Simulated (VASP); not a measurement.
# C (R-3m) in VASP: notebook

C is run at these levels: r2SCAN; tasks: single point.

Everything below comes from runs of VASP 6.6.1. Logs are shortened: lines on timing, memory, paths and dates and some standing lists are left out, and cuts for length are marked.

### Step 1. The cell of the first run

It takes space group R-3m (No. 166, trigonal). Conventional cell: a = 2.507 Å, b = 2.507 Å, c = 25.255 Å, α = 90.00°, β = 90.00°, γ = 120.00°. C (site symmetry 3m) has 3 C at 1.45 Å within 1.9 Å. C (site symmetry 3m) has 3 C at 1.45 Å within 1.9 Å.

### Step 2. Single point, r2SCAN

The input, POSCAR:

```
C
1.0
    1.2534098233      0.7236538781      8.4184247929
   -1.2534098233      0.7236538781      8.4184247929
    0.0000000000     -1.4473077563      8.4184247929
C
4
Direct
    0.9128300000      0.9128300000      0.9128300000
    0.2461500000      0.2461500000      0.2461500000
    0.7538500000      0.7538500000      0.7538500000
    0.0871700000      0.0871700000      0.0871700000
```

The input, INCAR.step1:

```
PREC = Accurate
ENCUT = 520
ISMEAR = -1
SIGMA = 0.1
LREAL = False
LASPH = True
NELM = 100
NBANDS = 16
GGA = PE
ALGO = Normal
EDIFF = 1E-4
LWAVE = True
LCHARG = False
```

The input, INCAR.step2:

```
PREC = Accurate
ENCUT = 520
EDIFF = 1E-6
ISMEAR = -1
SIGMA = 0.1
LREAL = False
LASPH = True
NELM = 100
ALGO = Normal
ISIF = 2
LWAVE = False
LCHARG = False
METAGGA = R2SCAN
LMIXTAU = True
NBANDS = 16
ISTART = 1
```

The input, KPOINTS:

```
regular mesh
0
Gamma
  11 11 11
```

Potentials or basis: VASP PAW PBE potentials, release 64 (C).

Launch:

```
$ cat potpaw_PBE.64/C/POTCAR > POTCAR
$ cp INCAR.step1 INCAR
$ mpirun -np 1 vasp_std > vasp.out
$ cp INCAR.step2 INCAR
$ mpirun -np 1 vasp_std > vasp.out
```

OUTCAR:

```text
PREC = Accurate
   ENCUT = 520
   EDIFF = 1E-6
   ISMEAR = -1
   LREAL = False
   LASPH = True
   NELM = 100
   ISIF = 2
   METAGGA = R2SCAN
   ISTART = 1

 ion  position               nearest neighbor table
   1  0.913  0.913  0.913-   2 1.45   2 1.45   2 1.45
   2  0.246  0.246  0.246-   1 1.45   1 1.45   1 1.45
   3  0.754  0.754  0.754-   4 1.45   4 1.45   4 1.45
   4  0.087  0.087  0.087-   3 1.45   3 1.45   3 1.45

  LATTYP: Found a trigonal (rhomboedric) cell.
 ALAT       =     8.5419311115
 COS(alpha) =     0.9569370225

  Lattice vectors:

 A1 = (   1.2534098233,   0.7236538781,   8.4184247929)
 A2 = (  -1.2534098233,   0.7236538781,   8.4184247929)
 A3 = (   0.0000000000,  -1.4473077563,   8.4184247929)

Analysis of symmetry for initial positions (statically):
=====================================================================
 Subroutine PRICEL returns:
 Original cell was already a primitive cell.

 Routine SETGRP: Setting up the symmetry group for a
 trigonal (rhombohedral) supercell.

 Subroutine GETGRP returns: Found 12 space group operations
 (whereof 12 operations were pure point group operations)
 out of a pool of 12 trial point group operations.

The static configuration has the point symmetry D_3d.

Analysis of symmetry for dynamics (positions and initial velocities):
=====================================================================
 Subroutine PRICEL returns:
 Original cell was already a primitive cell.

 Routine SETGRP: Setting up the symmetry group for a
 trigonal (rhombohedral) supercell.

 Subroutine GETGRP returns: Found 12 space group operations
 (whereof 12 operations were pure point group operations)
 out of a pool of 12 trial point group operations.

The dynamic configuration has the point symmetry D_3d.

 Subroutine INISYM returns: Found 12 space group operations
 (whereof 12 operations are pure point group operations),
 and found     1 'primitive' translations

----------------------------------------------------------------------------------------

                                     Primitive cell

  volume of cell :      45.8148

  direct lattice vectors                    reciprocal lattice vectors
     1.253409823  0.723653878  8.418424793     0.398911825  0.230312684  0.039595689
    -1.253409823  0.723653878  8.418424793    -0.398911825  0.230312684  0.039595689
[... 89 lines left out ...]
   EDIFF  = 0.1E-05   stopping-criterion for ELM
   LREAL  =      F    real-space projection
   EDIFFG = 0.1E-04   stopping-criterion for IOM
   NSW    =      0    number of steps for IOM
   IBRION =     -1    ionic relax: 0-MD 1-quasi-New 2-CG
   NFREE  =      0    steps in history (QN), initial steepest desc. (CG)
   ISIF   =      2    stress and relaxation
   ISYM   =      2    0-nonsym 1-usesym 2-fastsym
   POTIM  = 0.5000    time-step for ionic-motion
   TEBEG  =    0.0;   TEEND  =   0.0 temperature during run
   PSTRESS=    0.0 pullay stress
   NELECT =      16.0000    total number of electrons
   NUPDOWN=      -1.0000    fix difference up-down
   EMIN   =  10.00;   EMAX   =-10.00  energy-range for DOS
   EFERMI =   0.00;   METHOD = LEGACY
   ISMEAR =    -1;   SIGMA  =   0.10  broadening in eV -4-tet -1-fermi 0-gaus
   EFERMI_NEDOS =   21; number of points for ismear=-14 and -15
   IALGO  =     38    algorithm
   IMIX   =      4    mixing-type and parameters
     AMIX     =   0.40;   BMIX     =  1.00
     AMIX_MAG =   1.60;   BMIX_MAG =  1.00
  volume/ion in A,a.u.               =      11.45        77.29
  Fermi-wavevector in a.u.,A,eV,Ry     =   1.152868  2.178604 18.083556  1.329104
  Thomas-Fermi vector in A             =   2.289516
   LORBIT       =      0    0 simple, 1 ext, 2 COOP (PROOUT), +10 PAW based schemes
   METAGGA = R2SCAN    functional components
   LHFCALC =     F    Hartree Fock is set to
   AEXX    =    0.0000 exact exchange contribution
   IVDW    =     0    specifies the selected vdW correction
   LEPSILON=     F    determine dielectric tensor
   LRPA    =     F    only Hartree local field effects (RPA)
 non-spin polarized calculation
  energy-cutoff  :      520.00
  volume of cell :       45.81
 maximum number of plane-waves:      1255
   NGX = 31   NGY = 31   NGZ = 31

 number of electron      16.0000000 magnetization

 Free energy of the ion-electron system (eV)
  ---------------------------------------------------
  ext. energy  EPLUGINS =         0.00000000
  ---------------------------------------------------
  free energy    TOTEN  =       -39.61477281 eV

  energy without entropy =      -39.61452964  energy(sigma->0) =      -39.61465122

 E-fermi :   2.5531     XC(G=0):  -9.3964

 val. band max:        1.9250235570   @ k =  -0.1818   0.4545   0.0909
 cond. band min:       3.1999548443   @ k =  -0.3636   0.3636   0.0000
 fundamental gap:      1.2749312873
 Fermi energy:         2.5530637586

 k-point     1 :       0.0000    0.0000    0.0000
  band No.  band energies     occupation
      1     -17.8081      2.00000
      2     -17.7625      2.00000
      3      -5.4377      2.00000
      4      -4.8567      2.00000
      5      -0.6819      2.00000
      6      -0.6819      2.00000
[... 433 lines left out ...]
      3      -6.2495      2.00000
      4      -6.2403      2.00000
      5      -4.5635      2.00000
      6      -4.5566      2.00000
[... 8 lines left out ...]
     15      14.0312      0.00000
     16      14.0809      0.00000

 [... further k-points ...]

------------------------ aborting loop because EDIFF is reached ----------------------------------------

  FORCE on cell =-STRESS in cart. coord.  units (eV):
  Direction    XX          YY          ZZ          XY          YZ          ZX
  --------------------------------------------------------------------------------------
  -------------------------------------------------------------------------------------
  Total       -5.2656960     -5.2656578     -0.1936547      0.0000000      0.0000000      0.0000000
  in kB     -184.1451509   -184.1438171     -6.7722426      0.0000000      0.0000000      0.0000000
  external PRESSURE =    -125.0204035 kB  Pullay stress =       0.0000000 kB

 VOLUME and BASIS-vectors are now :
 -----------------------------------------------------------------------------
  energy-cutoff  :      520.00
  volume of cell :       45.81
      direct lattice vectors                 reciprocal lattice vectors
     1.253409823  0.723653878  8.418424793     0.398911825  0.230312684  0.039595689
    -1.253409823  0.723653878  8.418424793    -0.398911825  0.230312684  0.039595689
     0.000000000 -1.447307756  8.418424793     0.000000000 -0.460625367  0.039595689

 POSITION                                       TOTAL-FORCE (eV/Angst)
 -----------------------------------------------------------------------------------
      0.00000     -0.00000     23.05377        -0.000000      0.000000     -0.003593
      0.00000     -0.00000      6.21659         0.000000     -0.000000      0.008506
      0.00000     -0.00000     19.03869        -0.000000      0.000000     -0.008506
      0.00000     -0.00000      2.20150        -0.000000     -0.000000      0.003593
 -----------------------------------------------------------------------------------
    total drift:                               -0.000000      0.000000     -0.000000

  FREE ENERGIE OF THE ION-ELECTRON SYSTEM (eV)
  ---------------------------------------------------
  free  energy   TOTEN  =       -39.6147728078 eV

  energy  without entropy=      -39.6145296370  energy(sigma->0) =      -39.61465122
```

OUTCAR.step1:

```text
PREC = Accurate
   ENCUT = 520
   ISMEAR = -1
   LREAL = False
   LASPH = True
   NELM = 100
[... 683 lines left out ...]
      0.00000     -0.00000      6.21659         0.000000     -0.000000      0.014279
      0.00000     -0.00000     19.03869        -0.000000      0.000000     -0.014279
      0.00000     -0.00000      2.20150         0.000000      0.000000     -0.003486
 -----------------------------------------------------------------------------------
    total drift:                               -0.000000      0.000000     -0.000000

  FREE ENERGIE OF THE ION-ELECTRON SYSTEM (eV)
  ---------------------------------------------------
  free  energy   TOTEN  =       -36.8396580647 eV

  energy  without entropy=      -36.8393060906  energy(sigma->0) =      -36.83948208
```

It took 25 min on 1 thread of Intel Xeon 6975P-C (Granite Rapids), shared host; peak memory 0.61 GiB.

What came out:

```yaml
Free_energy: -39.6148 eV
Pressure: -12.5 GPa
Largest_force: 0.009 eV/Å
Band_gap_on_the_k_mesh: 1.27 eV, indirect (least direct gap 1.29 eV)
```

Forces in eV/Å, atoms in the order of the input:
```
C    0.000  0.000 -0.004
C    0.000  0.000  0.009
C    0.000  0.000 -0.009
C    0.000  0.000  0.004
```

Caveat: the PAW data sets were made with another functional, which shifts forces and pressure a little.

### Step 3. Single point, r2SCAN

This run uses another cell than the first one, of 11.73 Å³/atom, 1.024 times its volume.

The input, POSCAR:

```
C
1.0
    1.2632795983      0.7293521748      8.4847143316
   -1.2632795983      0.7293521748      8.4847143316
    0.0000000000     -1.4587043495      8.4847143316
C
4
Direct
    0.9128300000      0.9128300000      0.9128300000
    0.2461500000      0.2461500000      0.2461500000
    0.7538500000      0.7538500000      0.7538500000
    0.0871700000      0.0871700000      0.0871700000
```

The input, INCAR.step1:

```
SYSTEM = C
PREC     = Accurate       ! precision mode
ENCUT    = 520            ! plane-wave cutoff, eV
ISMEAR   = -1             ! smearing method
SIGMA    = 0.1            ! smearing width, eV
LREAL    = .FALSE.        ! projectors in reciprocal space
LASPH    = .TRUE.         ! aspherical terms in the spheres
NELM     = 60             ! most SCF steps
NBANDS   = 16             ! bands
GGA      = PE             ! functional
ALGO     = Normal         ! electronic algorithm
EDIFF    = 1E-4           ! SCF threshold, eV
LWAVE    = .TRUE.         ! write WAVECAR
LCHARG   = .FALSE.        ! write CHGCAR
```

The input, INCAR.step2:

```
SYSTEM = C
PREC     = Accurate       ! precision mode
ENCUT    = 520            ! plane-wave cutoff, eV
EDIFF    = 1E-6           ! SCF threshold, eV
ISMEAR   = -1             ! smearing method
SIGMA    = 0.1            ! smearing width, eV
LREAL    = .FALSE.        ! projectors in reciprocal space
LASPH    = .TRUE.         ! aspherical terms in the spheres
NELM     = 60             ! most SCF steps
ALGO     = Normal         ! electronic algorithm
ISIF     = 2              ! what is computed and relaxed
LWAVE    = .FALSE.        ! write WAVECAR
LCHARG   = .FALSE.        ! write CHGCAR
METAGGA  = R2SCAN         ! meta-GGA
LMIXTAU  = .TRUE.       
NBANDS   = 16             ! bands
ISTART   = 1
```

The input, KPOINTS:

```
regular mesh
0
G
  11 11 11
  0 0 0
```

Potentials or basis: VASP PAW PBE potentials, release 64 (C).

Launch:

```
$ cat potpaw_PBE.64/C/POTCAR > POTCAR
$ cp INCAR.step1 INCAR
$ mpirun -np 1 vasp_std > vasp.out
$ cp INCAR.step2 INCAR
$ mpirun -np 1 vasp_std > vasp.out
```

Run time: 25 min. Hardware: 1 thread of Intel Xeon 6975P-C (Granite Rapids), shared host; peak memory 0.61 GiB.

The run converged. Its results:

- Free energy: -39.5159 eV
- Pressure: -16.7 GPa
- Largest force: 0.008 eV/Å
- Band gap on the k mesh: 1.26 eV, indirect (least direct gap 1.27 eV)

Forces in eV/Å, atoms in the order of the input:
```
C    0.000  0.000 -0.004
C    0.000  0.000  0.008
C    0.000  0.000 -0.008
C    0.000  0.000  0.004
```

Stress tensor (GPa, compression positive):
```
-24.71   0.00   0.00
  0.00 -24.71   0.00
  0.00   0.00  -0.66
```

Levels at points of the mesh, in eV from the valence-band top:
```
           k point  band 5  band 6  band 7  band 8  band 9  band 10  band 11  band 12
(0.00, 0.00, 0.00)   -2.62   -2.62   -2.62   -2.62    4.05     7.59     8.80     8.80
```

Caveat: the PAW data sets were made with another functional, which shifts forces and pressure a little. r2SCAN opens gaps a little over a GGA but as a rule still falls short of measured ones.
